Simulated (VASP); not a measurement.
# In2Sb2Cl in VASP: notebook, part 3 of 3

VASP 6.6.1. Earlier steps stand in the parts before.

**5. Single point, PBE+D3(BJ)**

Contents of INCAR:

```
  ALGO = Normal
  DIPOL = 0.5 0.5 0.342
  EDIFF = 1E-6
  ENCUT = 520
  GGA = PE
  IDIPOL = 3
  ISIF = 2
  ISMEAR = 0
  IVDW = 12
  LASPH = True
  LCHARG = False
  LDIPOL = True
  LREAL = False
  LWAVE = False
  NBANDS = 30
  NELM = 80
  PREC = Accurate
  SIGMA = 0.1
```

Contents of KPOINTS:

```
k-points
0
Gamma
  6 6 1
```

Contents of POSCAR:

```
In2Sb2Cl
1.0
    4.6293886023      0.0000000000      0.0000000000
   -2.3146943012      4.0091681336      0.0000000000
    0.0000000000      0.0000000000     22.0151773295
Sb In Cl
2 2 1
Direct
    0.0000000000      0.0000000000      0.1816928358
    0.3333333333      0.6666666667      0.3609342971
    0.3333333333      0.6666666667      0.2246164052
    0.6666666667      0.3333333333      0.3958713209
    0.6666666667      1.2222222222      0.5457679105
```

Potentials or basis: VASP PAW PBE potentials, release 64 (Sb, In_d, Cl).

Launch:

```bash
$ cat potpaw_PBE.64/Sb/POTCAR potpaw_PBE.64/In_d/POTCAR potpaw_PBE.64/Cl/POTCAR > POTCAR
$ mpirun -np 1 vasp_std > vasp.out
```

OUTCAR:

```text
EDIFF = 1E-6
   ENCUT = 520
   GGA = PE
   ISIF = 2
   ISMEAR = 0
   IVDW = 12
   LASPH = True
   LREAL = False
   NELM = 80
   PREC = Accurate
 IVDW          = 12

 ion  position               nearest neighbor table
   1  0.000  0.000  0.182-   3 2.83   3 2.83   3 2.83
   2  0.333  0.667  0.361-   4 2.78   4 2.78   4 2.78   3 3.00
   3  0.333  0.667  0.225-   1 2.83   1 2.83   1 2.83   2 3.00
   4  0.667  0.333  0.396-   2 2.78   2 2.78   2 2.78   5 3.34
   5  0.667  0.222  0.546-   4 3.34

  LATTYP: Found a hexagonal cell.
[... 865 lines left out ...]
  -------------------------------------------------------------------------------------
  Total       0.18769     0.24899    -5.08790     0.06675     0.50985    -0.29403
  in kB       0.73597     0.97631   -19.95030     0.26173     1.99918    -1.15291
  external pressure =       -6.08 kB  Pullay stress =        0.00 kB

 VOLUME and BASIS-vectors are now :
 -----------------------------------------------------------------------------
  energy-cutoff  :      520.00
  volume of cell :      408.60
      direct lattice vectors                 reciprocal lattice vectors
     4.629388602  0.000000000  0.000000000     0.216011246  0.124714151  0.000000000
    -2.314694301  4.009168134  0.000000000     0.000000000  0.249428302  0.000000000
     0.000000000  0.000000000 22.015177329     0.000000000  0.000000000  0.045423209

 POSITION                                       TOTAL-FORCE (eV/Angst)
 -----------------------------------------------------------------------------------
      0.00000      0.00000      4.00000         0.000436     -0.001275     -0.124599
     -0.00000      2.67278      7.94603         0.005738     -0.016206     -0.423375
     -0.00000      2.67278      4.94497         0.000290     -0.000166      0.417635
      2.31469      1.33639      8.71518         0.080316     -0.131042      1.464696
      2.57188      0.89093     12.01518        -0.086780      0.148689     -1.334358
 -----------------------------------------------------------------------------------
    total drift:                                0.000003     -0.000132     -0.000602

  FREE ENERGIE OF THE ION-ELECTRON SYSTEM (eV)
  ---------------------------------------------------
  free  energy   TOTEN  =       -15.2693061309 eV

  energy  without entropy=      -15.2014752284  energy(sigma->0) =      -15.23539068

 vacuum level on the upper side and lower side of the slab         5.713         2.568
```

stdout:

```text
POSCAR found type information on POSCAR SbInCl
 POSCAR found :  3 types and       5 ions
 scaLAPACK will be used
 LDA part: xc-table for (Slater+PW92), standard interpolation
 POSCAR, INCAR and KPOINTS ok, starting setup
 FFT: planning ... GRIDC
 FFT: planning ... GRID_SOFT
 FFT: planning ... GRID
 WAVECAR not read
 entering main loop
```

Wall time 13 min (1 thread of Oxide Virtual Turin-like, shared host); peak memory 0.59 GiB.

Results:

```yaml
Free_energy: -15.2693 eV
Largest_force: 1.473 eV/Å
Band_gap_on_the_k_mesh: zero (an odd number of electrons rules out a gap without spin polarisation)
Dispersion_energy_per_atom: -0.198 eV
```

Forces on the atoms (eV/Å):
```
Sb   0.000 -0.001 -0.125
Sb   0.006 -0.016 -0.423
In   0.000  0.000  0.418
In   0.080 -0.131  1.465
Cl  -0.087  0.149 -1.334
```

Caveat: spin-orbit coupling is left out, which moves the levels of the heavy elements; an odd number of electrons without spin polarisation forces a metal; a magnetic or distorted state may lie lower.

**6. Single point, PBE+D3(BJ)**

Contents of INCAR:

```
SYSTEM = In2Sb2Cl
ALGO = Normal ; DIPOL = 0.5 0.5 0.342
EDIFF = 1E-6 ; ENCUT = 520
GGA = PE ; IDIPOL = 3
ISIF = 2 ; ISMEAR = 0
IVDW = 12 ; LASPH = .TRUE.
LCHARG = .TRUE. ; LDIPOL = .TRUE.
LELF = .TRUE. ; LREAL = .FALSE.
LVACPOTAV = .TRUE. ; LVHAR = .TRUE.
LWAVE = .FALSE. ; NBANDS = 30
NELM = 80 ; PREC = Accurate
SIGMA = 0.1
```

Contents of KPOINTS:

```
k-points
0
G
  6 6 1
  0 0 0
```

Edit POSCAR of step 5 so:

```diff
@@ -12,2 +12,2 @@
     0.6666666667      0.3333333333      0.3958713209
-    0.6666666667      1.2222222222      0.5457679105
+    0.8888888889      1.0000000000      0.5457679105
```

Potentials or basis: VASP PAW PBE potentials, release 64 (Sb, In_d, Cl).

Launch:

```bash
$ cat potpaw_PBE.64/Sb/POTCAR potpaw_PBE.64/In_d/POTCAR potpaw_PBE.64/Cl/POTCAR > POTCAR
$ mpirun -np 1 vasp_std > vasp.out
```

It took 14 min on 1 thread of Oxide Virtual Turin-like, shared host; peak memory 0.62 GiB.

Results (log left out):

- Free energy: -14.8865 eV
- Largest force: 0.758 eV/Å
- Band gap on the k mesh: zero (an odd number of electrons rules out a gap without spin polarisation)
- Dispersion energy per atom: -0.199 eV

Forces on the atoms (eV/Å):
```
Sb   0.002  0.000 -0.116
Sb  -0.007 -0.004 -0.232
In  -0.001 -0.001  0.324
In   0.091 -0.031  0.752
Cl  -0.085  0.035 -0.729
```

Levels at points of the mesh, in eV from the Fermi level:
```csv
k point,band 19,band 20,band 21,band 22,band 23,band 24,band 25,band 26
"(0.00, 0.00, 0.00)",0.02,0.02,0.26,0.26,0.65,1.10,3.10,3.77
"(0.50, 0.00, 0.00)",-0.60,-0.33,-0.24,-0.08,1.23,1.95,2.43,3.33
"(0.00, 0.50, 0.00)",-0.61,-0.31,-0.24,-0.07,1.24,1.94,2.43,3.32
"(0.50, 0.50, 0.00)",-0.63,-0.34,-0.19,-0.07,1.25,1.93,2.41,3.32
```

Caveat: spin-orbit coupling is left out, which moves the levels of the heavy elements; an odd number of electrons without spin polarisation forces a metal; a magnetic or distorted state may lie lower.

**7. Single point, PBE+D3(BJ)**

Contents of INCAR:

```
SYSTEM = In2Sb2Cl
ALGO = Normal
DIPOL = 0.5 0.5 0.342
EDIFF = 1E-7
ENCUT = 520
GGA = PE
IDIPOL = 3
ISIF = 2
ISMEAR = 0
IVDW = 12
LASPH = .TRUE.
LCHARG = .TRUE.
LDIPOL = .TRUE.
LELF = .TRUE.
LREAL = .FALSE.
LVACPOTAV = .TRUE.
LVHAR = .TRUE.
LWAVE = .FALSE.
NBANDS = 30
NELM = 60
PREC = Accurate
SIGMA = 0.1
```

KPOINTS is that of step 6.

Edit POSCAR of step 6 so:

```diff
@@ -12,2 +12,2 @@
     0.6666666667      0.3333333333      0.3958713209
-    0.8888888889      1.0000000000      0.5457679105
+    1.3333333333      0.5555555556      0.5457679105
```

Launch:

```bash
$ cat potpaw_PBE.64/Sb/POTCAR potpaw_PBE.64/In_d/POTCAR potpaw_PBE.64/Cl/POTCAR > POTCAR
$ mpirun -np 1 vasp_std > vasp.out
```

Run time: 14 min. Hardware: 1 thread of Oxide Virtual Turin-like, shared host; peak memory 0.6 GiB.

The run converged. Its results:

* Free energy: -14.8934 eV
* Largest force: 0.761 eV/Å
* Band gap on the k mesh: zero (an odd number of electrons rules out a gap without spin polarisation)
* Dispersion energy per atom: -0.200 eV

Forces on the atoms (eV/Å):
```
Sb   0.000 -0.002 -0.065
Sb  -0.008  0.008 -0.169
In  -0.003  0.005  0.261
In  -0.061  0.040  0.728
Cl   0.071 -0.051 -0.756
```

Levels at points of the mesh, in eV from the Fermi level:
| k point | band 18 | band 19 | band 20 | band 21 | band 22 | band 23 | band 24 | band 25 | band 26 | band 27 |
| --- | --- | --- | --- | --- | --- | --- | --- | --- | --- | --- |
| (0.00, 0.00, 0.00) | -0.33 | 0.01 | 0.02 | 0.23 | 0.24 | 0.63 | 1.07 | 3.03 | 3.68 | 3.69 |
| (0.50, 0.00, 0.00) | -0.87 | -0.65 | -0.42 | -0.18 | -0.08 | 1.16 | 1.88 | 2.33 | 3.31 | 5.33 |
| (0.00, 0.50, 0.00) | -0.87 | -0.65 | -0.43 | -0.17 | -0.09 | 1.16 | 1.90 | 2.31 | 3.32 | 5.33 |
| (0.50, 0.50, 0.00) | -0.87 | -0.65 | -0.41 | -0.23 | -0.08 | 1.17 | 1.87 | 2.36 | 3.29 | 5.33 |

Caveat: spin-orbit coupling is left out, which moves the levels of the heavy elements; an odd number of electrons without spin polarisation forces a metal; a magnetic or distorted state may lie lower.

**8. Overview**

```tsv
cell	gap on the mesh (eV)	largest force (eV/Å)
as given, atomic positions A	none	1.28
as given, atomic positions B	none	0.82
as given, atomic positions C	none	1.02
as given, atomic positions D	none	1.47
as given, atomic positions E	none	0.76
as given, atomic positions F	none	0.76
```

Alike in all rows: task single point; level PBE+D3(BJ); potentials or basis VASP PAW PBE potentials, release 64 (Sb, In_d, Cl); no spin polarisation; k mesh 6 × 6 × 1; cutoff (eV) 520; smearing gaussian 0.1 eV.

Caveats: spin-orbit coupling is left out, which moves the levels of the heavy elements; an odd number of electrons without spin polarisation forces a metal; a magnetic or distorted state may lie lower.

Absolute energies hang on the potentials; compare differences alone.
